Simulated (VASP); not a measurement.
P: single point with r2SCAN

The system is P.

```
P
1.0
     0.00000    1.94387    1.94387
     1.94387    0.00000    1.94387
     1.94387    1.94387    0.00000
P
1
Direct
  0.00000 0.00000 0.00000
```

This isn't the form of P at room conditions, which is orthorhombic.

```
Program                : VASP 6.6.1
Task                   : single point
Functional             : r2SCAN
Potentials or basis    : VASP PAW PBE potentials, release 64 (P)
Cutoff                 : 550 eV
k mesh                 : 19 × 19 × 19
Occupations            : gaussian, width 0.05 eV
Spin                   : no spin polarisation
Dipole correction      : no
Further INCAR settings : ALGO = Normal; EDIFF = 1e-06; NBANDS = 8
```

The pressure is -0.1 GPa. The band gap on the k mesh is zero (an odd number of electrons rules out a gap without spin polarisation).

Levels at points of the mesh, in eV from the Fermi level:
```csv
k point,band 1,band 2,band 3,band 4,band 5,band 6,band 7
"(0.00, 0.00, 0.00)",-17.14,7.15,7.15,7.15,12.08,12.08,12.08
```

Wall time 2.3 min on 1 thread of AMD EPYC 7R43 64-Core Processor (Zen 3) (shared host), peak memory 0.12 GiB.

Caveat: the PAW data sets were made with another functional, which shifts forces and pressure a little.
